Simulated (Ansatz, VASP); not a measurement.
# One calculation of Ga, two programs

```
Ga
1.0
    -1.38440    1.38440    2.31122
     1.38440   -1.38440    2.31122
     1.38440    1.38440   -2.31122
Ga
1
Direct
  0.00000 0.00000 0.00000
```

Alike in both runs: functional revPBE; k mesh 13 × 13 × 13; occupations fermi-dirac, width 0.05 eV; no spin polarisation.

```csv
,VASP,Ansatz
version,VASP 6.6.1,Ansatz 0.2.0
potentials or method,"VASP PAW PBE potentials, release 64 (Ga_d)",Ansatz PAW
plane-wave cutoff (eV),520,420
valence electrons in the cell,13,13
task,single point,band structure
```

```tsv
	VASP	Ansatz	Ansatz less VASP
gap on the k mesh at the Fermi level (eV)	none	none	-
pressure (GPa)	5.1	5.0	-0.09
traceless stress, the component that is largest in VASP (GPa)	-0.49	-0.46	+0.038
```

VASP's potentials were made for PBE, not for revPBE. A gap of «none» marks a metal or a gap that the smearing closes.
